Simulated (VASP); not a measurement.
# Al3GaN4 (P-42m) in VASP: a series of runs

The runs below take Al3GaN4 through single point, with PBEsol.

All numbers are computed with VASP 6.6.1; they aren't measurements. Logs are shortened: lines on timing, memory, paths and dates and some standing lists are left out, and cuts for length are marked.

## (1) The cell of the first run

The structure is tetragonal, space group P-42m (No. 111). Conventional cell: a = 4.765 Å, b = 4.765 Å, c = 3.972 Å, α = 90.00°, β = 90.00°, γ = 90.00°. Within 2.6 Å of Al (site symmetry -42m) lie 4 N at 1.94 Å. Within 2.6 Å of Al (site symmetry 222) lie 4 N at 1.95 Å. Ga (site symmetry -42m) has 4 N at 2.00 Å within 2.6 Å. Within 2.6 Å of N (site symmetry m) lie 3 Al at 1.94 to 1.95 Å and 1 Ga at 2.00 Å.

## (2) Single point, PBEsol (11.27 Å³/atom)

The input, INCAR:

```
SYSTEM = Al3GaN4
PREC = Accurate
ENCUT = 520
EDIFF = 1E-6
ISMEAR = 0
SIGMA = 0.05
LREAL = .FALSE.
LASPH = .TRUE.
NELM = 60
ALGO = Normal
ISIF = 2
LWAVE = .FALSE.
LCHARG = .FALSE.
GGA = PS
NBANDS = 31
```

The input, KPOINTS:

```
Automatic mesh
0
G
  6 6 6
  0 0 0
```

The input, POSCAR:

```
Al3GaN4
1.0
    4.7645153708      0.0000000000      0.0000000000
    0.0000000000      4.7645153708      0.0000000000
    0.0000000000      0.0000000000      3.9717000131
Al Ga N
3 1 4
Direct
    0.5000000000      0.5000000000      0.0000000000
    0.5000000000      0.0000000000      0.5000000000
    0.0000000000      0.5000000000      0.5000000000
    0.0000000000      0.0000000000      0.0000000000
    0.7447140287      0.7447140287      0.2552859713
    0.7447140287      0.2552859713      0.7447140287
    0.2552859713      0.7447140287      0.7447140287
    0.2552859713      0.2552859713      0.2552859713
```

Potentials or basis: VASP PAW PBE potentials, release 64 (Al, Ga_d, N).

Run with:

```
> cat potpaw_PBE.64/Al/POTCAR potpaw_PBE.64/Ga_d/POTCAR potpaw_PBE.64/N/POTCAR > POTCAR
> mpirun -np 1 vasp_std > vasp.out
```

OUTCAR:

```text
SYSTEM = Al3GaN4
   PREC = Accurate
   ENCUT = 520
   EDIFF = 1E-6
   ISMEAR = 0
   LREAL = .FALSE.
   LASPH = .TRUE.
   NELM = 60
   ISIF = 2
   GGA = PS

 ion  position               nearest neighbor table
   1  0.500  0.500  0.000-   5 1.94   6 1.94   7 1.94   8 1.94   2 3.10   3 3.10   2 3.10   3 3.10
                             2 3.10   2 3.10   3 3.10   3 3.10
   2  0.500  0.000  0.500-   5 1.95   6 1.95   7 1.95   8 1.95   1 3.10   4 3.10   1 3.10   4 3.10
                             1 3.10   1 3.10   4 3.10   4 3.10
   3  0.000  0.500  0.500-   5 1.95   6 1.95   7 1.95   8 1.95   1 3.10   4 3.10   1 3.10   4 3.10
                             4 3.10   4 3.10   1 3.10   1 3.10
   4  0.000  0.000  0.000-   5 2.00   6 2.00   7 2.00   8 2.00   2 3.10   3 3.10   2 3.10   3 3.10
                             3 3.10   3 3.10   2 3.10   2 3.10
   5  0.745  0.745  0.255-   1 1.94   2 1.95   3 1.95   4 2.00
   6  0.745  0.255  0.745-   1 1.94   2 1.95   3 1.95   4 2.00
   7  0.255  0.745  0.745-   1 1.94   2 1.95   3 1.95   4 2.00
   8  0.255  0.255  0.255-   1 1.94   2 1.95   3 1.95   4 2.00

  LATTYP: Found a simple tetragonal cell.
 ALAT       =     4.7645153708
 C/A-ratio  =     0.8336000000

  Lattice vectors:

 A1 = (   4.7645153708,   0.0000000000,   0.0000000000)
 A2 = (   0.0000000000,   4.7645153708,   0.0000000000)
 A3 = (   0.0000000000,   0.0000000000,   3.9717000131)

Analysis of symmetry for initial positions (statically):
=====================================================================
 Subroutine PRICEL returns:
 Original cell was already a primitive cell.

 Routine SETGRP: Setting up the symmetry group for a
 simple tetragonal supercell.

 Subroutine GETGRP returns: Found  8 space group operations
 (whereof  8 operations were pure point group operations)
 out of a pool of 16 trial point group operations.

The static configuration has the point symmetry D_2d.

Analysis of symmetry for dynamics (positions and initial velocities):
=====================================================================
 Subroutine PRICEL returns:
 Original cell was already a primitive cell.

 Routine SETGRP: Setting up the symmetry group for a
 simple tetragonal supercell.

 Subroutine GETGRP returns: Found  8 space group operations
 (whereof  8 operations were pure point group operations)
 out of a pool of 16 trial point group operations.

The dynamic configuration has the point symmetry D_2d.

 Subroutine INISYM returns: Found  8 space group operations
 (whereof  8 operations are pure point group operations),
 and found     1 'primitive' translations

----------------------------------------------------------------------------------------

                                     Primitive cell

  volume of cell :      90.1600

  direct lattice vectors                    reciprocal lattice vectors
     4.764515371  0.000000000  0.000000000     0.209884935  0.000000000  0.000000000
     0.000000000  4.764515371  0.000000000     0.000000000  0.209884935  0.000000000
     0.000000000  0.000000000  3.971700013     0.000000000  0.000000000  0.251781352

  length of vectors
     4.764515371  4.764515371  3.971700013     0.209884935  0.209884935  0.251781352

  position of ions in fractional coordinates (direct lattice)
     0.500000000  0.500000000  0.000000000
     0.500000000  0.000000000  0.500000000
     0.000000000  0.500000000  0.500000000
     0.000000000  0.000000000  0.000000000
     0.744714029  0.744714029  0.255285971
     0.744714029  0.255285971  0.744714029
     0.255285971  0.744714029  0.744714029
     0.255285971  0.255285971  0.255285971

  ion indices of the primitive-cell ions
   primitive index   ion index
                 1           1
                 2           2
                 3           3
                 4           4
                 5           5
                 6           6
                 7           7
                 8           8

----------------------------------------------------------------------------------------

 KPOINTS: Automatic mesh

Automatic generation of k-mesh.
 Grid dimensions read from file:
 generate k-points for:    6    6    6

 Generating k-lattice:

  Cartesian coordinates                     Fractional coordinates (reciprocal lattice)
     0.034980823  0.000000000  0.000000000     0.166666667  0.000000000  0.000000000
     0.000000000  0.034980823  0.000000000     0.000000000  0.166666667  0.000000000
     0.000000000  0.000000000  0.041963559     0.000000000  0.000000000  0.166666667

  Length of vectors
     0.034980823  0.034980823  0.041963559

  Shift w.r.t. Gamma in fractional coordinates (k-lattice)
     0.000000000  0.000000000  0.000000000

 Subroutine IBZKPT returns following result:
 ===========================================

 Found     40 irreducible k-points:

 Following reciprocal coordinates:
            Coordinates               Weight
  0.000000  0.000000  0.000000      1.000000
  0.166667  0.000000  0.000000      4.000000
  0.333333  0.000000  0.000000      4.000000
  0.500000  0.000000  0.000000      2.000000
  0.166667  0.166667  0.000000      4.000000
  0.333333  0.166667  0.000000      8.000000
[... 16 lines left out ...]
  0.333333  0.000000  0.333333      8.000000
  0.500000  0.000000  0.333333      4.000000
 [... further k-points ...]
   k-points           NKPTS =     40   k-points in BZ     NKDIM =     40   number of bands    NBANDS=     31
   number of dos      NEDOS =    301   number of ions     NIONS =      8
   total plane-waves  NPLWV =  38880
   dimension x,y,z NGX =    36 NGY =   36 NGZ =   30
   dimension x,y,z NGXF=    72 NGYF=   72 NGZF=   60
   ions per type =               3   1   4
   NGX,Y,Z   is equivalent  to a cutoff of  12.56, 12.56, 12.56 a.u.
   NGXF,Y,Z  is equivalent  to a cutoff of  25.12, 25.12, 25.11 a.u.
 SYSTEM =  Al3GaN4
   PREC   = accura    normal or accurate (medium, high low for compatibility)
   ISTART =      0    job   : 0-new  1-cont  2-samecut
   ICHARG =      2    charge: 1-file 2-atom 10-const
   ISPIN  =      1    spin polarized calculation?
   LNONCOLLINEAR =      F non collinear calculations
   LSORBIT =      F    spin-orbit coupling
   LASPH  =      T    aspherical Exc in radial PAW
   ENCUT  =  520.0 eV  38.22 Ry    6.18 a.u.   8.86  8.86  7.38*2*pi/ulx,y,z
   NELM   =     60;   NELMIN=  2; NELMDL= -5     # of ELM steps
   EDIFF  = 0.1E-05   stopping-criterion for ELM
   LREAL  =      F    real-space projection
   EDIFFG = 0.1E-04   stopping-criterion for IOM
   NSW    =      0    number of steps for IOM
   IBRION =     -1    ionic relax: 0-MD 1-quasi-New 2-CG
   NFREE  =      0    steps in history (QN), initial steepest desc. (CG)
   ISIF   =      2    stress and relaxation
   ISYM   =      2    0-nonsym 1-usesym 2-fastsym
   POTIM  = 0.5000    time-step for ionic-motion
   TEBEG  =    0.0;   TEEND  =   0.0 temperature during run
   PSTRESS=    0.0 pullay stress
   NELECT =      42.0000    total number of electrons
   NUPDOWN=      -1.0000    fix difference up-down
   EMIN   =  10.00;   EMAX   =-10.00  energy-range for DOS
   EFERMI =   0.00;   METHOD = LEGACY
   ISMEAR =     0;   SIGMA  =   0.05  broadening in eV -4-tet -1-fermi 0-gaus
   EFERMI_NEDOS =   21; number of points for ismear=-14 and -15
   IALGO  =     38    algorithm
   IMIX   =      4    mixing-type and parameters
     AMIX     =   0.40;   BMIX     =  1.00
     AMIX_MAG =   1.60;   BMIX_MAG =  1.00
  volume/ion in A,a.u.               =      11.27        76.05
  Fermi-wavevector in a.u.,A,eV,Ry     =   1.269073  2.398200 21.912815  1.610546
  Thomas-Fermi vector in A             =   2.402134
   LORBIT       =      0    0 simple, 1 ext, 2 COOP (PROOUT), +10 PAW based schemes
   GGA     = PS    functional components
   LHFCALC =     F    Hartree Fock is set to
   AEXX    =    0.0000 exact exchange contribution
   IVDW    =     0    specifies the selected vdW correction
   LEPSILON=     F    determine dielectric tensor
   LRPA    =     F    only Hartree local field effects (RPA)
 non-spin polarized calculation
 Gauss-broadening in eV      SIGMA  =   0.05
  energy-cutoff  :      520.00
  volume of cell :       90.16
 maximum number of plane-waves:      2472
 NGX is ok and might be reduce to    36
   NGX = 17   NGY = 17   NGZ = 15

 number of electron      42.0000002 magnetization

 Free energy of the ion-electron system (eV)
  ---------------------------------------------------
  ext. energy  EPLUGINS =         0.00000000
  ---------------------------------------------------
  free energy    TOTEN  =       -59.20572211 eV

  energy without entropy =      -59.20572211  energy(sigma->0) =      -59.20572211

 E-fermi :   5.8202     XC(G=0): -11.1165

 val. band max:        5.6046156379   @ k =   0.0000   0.0000   0.0000
 cond. band min:       8.1052508956   @ k =   0.0000   0.0000   0.0000
 fundamental gap:      2.5006352577
 Fermi energy:         5.8201515057

 k-point     1 :       0.0000    0.0000    0.0000
  band No.  band energies     occupation
      1      -9.6396      2.00000
      2      -8.1658      2.00000
      3      -8.1658      2.00000
      4      -8.1278      2.00000
      5      -7.6024      2.00000
      6      -7.5342      2.00000
[... 23 lines left out ...]
     30      16.5974      0.00000
     31      16.6422      0.00000

 k-point     2 :       0.1667    0.0000    0.0000
  band No.  band energies     occupation
      1      -9.5315      2.00000
      2      -8.2109      2.00000
      3      -8.1867      2.00000
      4      -8.1147      2.00000
      5      -7.6016      2.00000
      6      -7.5319      2.00000
[... 23 lines left out ...]
     30      16.3262      0.00000
     31      16.3284      0.00000

 k-point     3 :       0.3333    0.0000    0.0000
  band No.  band energies     occupation
      1      -9.2287      2.00000
      2      -8.3951      2.00000
      3      -8.2137      2.00000
      4      -8.1032      2.00000
      5      -7.5999      2.00000
      6      -7.5252      2.00000
[... 703 lines left out ...]
     30      14.5835      0.00000
     31      14.8877      0.00000

 k-point    24 :       0.5000    0.0000    0.3333
  band No.  band energies     occupation
      1      -8.6174      2.00000
      2      -8.4809      2.00000
      3      -8.2440      2.00000
      4      -8.0470      2.00000
      5      -7.5354      2.00000
      6      -7.5036      2.00000
[... 23 lines left out ...]
     30      13.9469      0.00000
     31      14.8212      0.00000

 [... further k-points ...]

------------------------ aborting loop because EDIFF is reached ----------------------------------------

  FORCE on cell =-STRESS in cart. coord.  units (eV):
  Direction    XX          YY          ZZ          XY          YZ          ZX
  --------------------------------------------------------------------------------------
  -------------------------------------------------------------------------------------
  Total       -9.4657380     -9.4657380     -0.7387279      0.0000000      0.0000000      0.0000000
  in kB     -168.2097469   -168.2097469    -13.1274739      0.0000000      0.0000000      0.0000000
  external PRESSURE =    -116.5156559 kB  Pullay stress =       0.0000000 kB

 VOLUME and BASIS-vectors are now :
 -----------------------------------------------------------------------------
  energy-cutoff  :      520.00
  volume of cell :       90.16
      direct lattice vectors                 reciprocal lattice vectors
     4.764515371  0.000000000  0.000000000     0.209884935  0.000000000  0.000000000
     0.000000000  4.764515371  0.000000000     0.000000000  0.209884935  0.000000000
     0.000000000  0.000000000  3.971700013     0.000000000  0.000000000  0.251781352

 POSITION                                       TOTAL-FORCE (eV/Angst)
 -----------------------------------------------------------------------------------
      2.38226      2.38226      0.00000        -0.000000      0.000000     -0.000000
      2.38226      0.00000      1.98585        -0.000000      0.000000     -0.000000
      0.00000      2.38226      1.98585        -0.000000      0.000000     -0.000000
      0.00000      0.00000      0.00000        -0.000000      0.000000     -0.000000
      3.54820      3.54820      1.01392         0.080685      0.080685      0.128728
      3.54820      1.21631      2.95778         0.080685     -0.080685     -0.128728
      1.21631      3.54820      2.95778        -0.080685      0.080685     -0.128728
      1.21631      1.21631      1.01392        -0.080685     -0.080685      0.128728
 -----------------------------------------------------------------------------------
    total drift:                               -0.000000     -0.000000     -0.000000

  FREE ENERGIE OF THE ION-ELECTRON SYSTEM (eV)
  ---------------------------------------------------
  free  energy   TOTEN  =       -59.2057221116 eV

  energy  without entropy=      -59.2057221116  energy(sigma->0) =      -59.20572211
```

Wall time 2.6 min (1 thread of Intel Xeon 8259CL, shared host); peak memory 0.25 GiB.

What came out:

* Free energy: -59.2057 eV
* Pressure: -11.7 GPa
* Largest force: 0.172 eV/Å
* Band gap on the k mesh: 2.50 eV

Forces on the atoms (eV/Å):
```
Al   0.000  0.000  0.000
Al   0.000  0.000  0.000
Al   0.000  0.000  0.000
Ga   0.000  0.000  0.000
N    0.081  0.081  0.129
N    0.081 -0.081 -0.129
N   -0.081  0.081 -0.129
N   -0.081 -0.081  0.129
```

Stress tensor (GPa, compression positive):
```
-16.82   0.00   0.00
  0.00 -16.82   0.00
  0.00   0.00  -1.31
```

Caveat: the cell stands under tension; the PAW data sets were made with another functional, which shifts forces and pressure a little.

## (3) Single point, PBEsol (11.27 Å³/atom)

The input, INCAR:

```
SYSTEM = Al3GaN4
PREC     = Accurate       ! precision mode
ENCUT    = 520            ! plane-wave cutoff, eV
EDIFF    = 1E-7           ! SCF threshold, eV
ISMEAR   = 0              ! smearing method
SIGMA    = 0.05           ! smearing width, eV
LREAL    = .FALSE.        ! projectors in reciprocal space
LASPH    = .TRUE.         ! aspherical terms in the spheres
NELM     = 60             ! most SCF steps
ALGO     = Normal         ! electronic algorithm
ISIF     = 2              ! what is computed and relaxed
LWAVE    = .FALSE.        ! write WAVECAR
LCHARG   = .FALSE.        ! write CHGCAR
GGA      = PS             ! functional
NBANDS   = 31             ! bands
```

The input, KPOINTS:

```
regular mesh
0
G
  6 6 6
  0 0 0
```

Edit POSCAR of step 2 so:

```diff
@@ -2,5 +2,5 @@
 1.0
-    4.7645153708      0.0000000000      0.0000000000
-    0.0000000000      4.7645153708      0.0000000000
-    0.0000000000      0.0000000000      3.9717000131
+    4.3943534764      0.0000000000      0.0000000000
+    0.0000000000      4.3943534764      0.0000000000
+    0.0000000000      0.0000000000      4.6690005687
 Al Ga N
```

Potentials or basis: VASP PAW PBE potentials, release 64 (Al, Ga_d, N).

Run with:

```
> cat potpaw_PBE.64/Al/POTCAR potpaw_PBE.64/Ga_d/POTCAR potpaw_PBE.64/N/POTCAR > POTCAR
> mpirun -np 1 vasp_std > vasp.out
```

Run time: 3.3 min. Hardware: 1 thread of Intel Xeon 8259CL, shared host; peak memory 0.26 GiB.

The run converged. Its results:

| Item | Value |
| --- | --- |
| Free energy | -59.7125 eV |
| Pressure | -9.5 GPa |
| Largest force | 0.055 eV/Å |
| Band gap on the k mesh | 2.88 eV (least direct gap 2.90 eV) |

Forces on the atoms (eV/Å):
```
Al   0.000  0.000  0.000
Al   0.000  0.000  0.000
Al   0.000  0.000  0.000
Ga   0.000  0.000  0.000
N   -0.019 -0.019 -0.048
N   -0.019  0.019  0.048
N    0.019 -0.019  0.048
N    0.019  0.019 -0.048
```

Stress tensor (GPa, compression positive):
```
 -6.40   0.00   0.00
  0.00  -6.40   0.00
  0.00   0.00 -15.82
```

Levels at points of the mesh, in eV from the valence-band top:
```tsv
k point	band 19	band 20	band 21	band 22	band 23	band 24
(0.00, 0.00, 0.00)	-0.30	-0.02	-0.02	2.88	3.08	3.08
(0.50, 0.00, 0.00)	-1.32	-1.18	-1.07	5.20	5.27	5.97
(0.50, 0.50, 0.00)	-0.42	-0.37	-0.37	6.79	7.22	7.22
(0.00, 0.00, 0.50)	-1.06	-0.81	-0.81	5.08	5.09	5.48
(0.50, 0.00, 0.50)	-0.84	-0.79	-0.74	6.57	7.08	7.13
(0.50, 0.50, 0.50)	-0.46	-0.29	-0.29	4.80	6.21	6.22
```

Caveat: the cell stands under tension; the PAW data sets were made with another functional, which shifts forces and pressure a little. A k mesh can miss the band edges.

## (4) Single point, PBEsol (11.27 Å³/atom)

The input, INCAR:

```
ALGO     = Normal         # electronic algorithm
EDIFF    = 1E-6           # SCF threshold, eV
ENCUT    = 520            # plane-wave cutoff, eV
GGA      = PS             # functional
ISIF     = 2              # what is computed and relaxed
ISMEAR   = 0              # smearing method
LASPH    = True           # aspherical terms in the spheres
LCHARG   = False          # write CHGCAR
LREAL    = False          # projectors in reciprocal space
LWAVE    = False          # write WAVECAR
NBANDS   = 31             # bands
NELM     = 60             # most SCF steps
PREC     = Accurate       # precision mode
SIGMA    = 0.05           # smearing width, eV
```

The input, KPOINTS:

```
k-points
0
Gamma
  6 6 6
```

Edit POSCAR of step 3 so:

```diff
@@ -2,5 +2,5 @@
 1.0
-    4.3943534764      0.0000000000      0.0000000000
-    0.0000000000      4.3943534764      0.0000000000
-    0.0000000000      0.0000000000      4.6690005687
+    4.5757193208      0.0000000000      0.0000000000
+    0.0000000000      4.5757193208      0.0000000000
+    0.0000000000      0.0000000000      4.3062094528
 Al Ga N
```

Run with:

```
> cat potpaw_PBE.64/Al/POTCAR potpaw_PBE.64/Ga_d/POTCAR potpaw_PBE.64/N/POTCAR > POTCAR
> mpirun -np 1 vasp_std > vasp.out
```

It took 2.6 min on 1 thread of Intel Xeon 8259CL, shared host; peak memory 0.26 GiB.

Results (log left out):

| Property | Result |
| --- | --- |
| Free energy | -59.7319 eV |
| Pressure | -9.6 GPa |
| Largest force | 0.060 eV/Å |
| Band gap on the k mesh | 2.85 eV |

Forces in eV/Å, atoms in the order of the input:
```
Al   0.000  0.000  0.000
Al   0.000  0.000  0.000
Al   0.000  0.000  0.000
Ga   0.000  0.000  0.000
N    0.028  0.028  0.045
N    0.028 -0.028 -0.045
N   -0.028  0.028 -0.045
N   -0.028 -0.028  0.045
```

Stress tensor (GPa, compression positive):
```
-11.89   0.00   0.00
  0.00 -11.89   0.00
  0.00   0.00  -5.04
```

Levels at points of the mesh, in eV from the valence-band top:
| k point | band 18 | band 19 | band 20 | band 21 | band 22 | band 23 | band 24 | band 25 |
| --- | --- | --- | --- | --- | --- | --- | --- | --- |
| (0.00, 0.00, 0.00) | -1.90 | -0.23 | -0.23 | 0.00 | 2.85 | 2.97 | 3.23 | 3.23 |
| (0.50, 0.00, 0.00) | -1.25 | -1.16 | -1.00 | -0.91 | 5.06 | 5.08 | 5.58 | 5.62 |
| (0.50, 0.50, 0.00) | -1.21 | -0.94 | -0.94 | -0.92 | 6.52 | 6.95 | 6.95 | 7.09 |
| (0.00, 0.00, 0.50) | -1.51 | -1.51 | -1.27 | -1.27 | 5.26 | 5.34 | 6.15 | 6.15 |
| (0.50, 0.00, 0.50) | -0.84 | -0.61 | -0.60 | -0.51 | 6.67 | 7.17 | 7.21 | 7.52 |
| (0.50, 0.50, 0.50) | -0.53 | -0.53 | -0.53 | -0.27 | 4.78 | 6.21 | 6.21 | 6.22 |

Caveat: the cell stands under tension; the PAW data sets were made with another functional, which shifts forces and pressure a little.

(Part 1 of 2 ends here.)
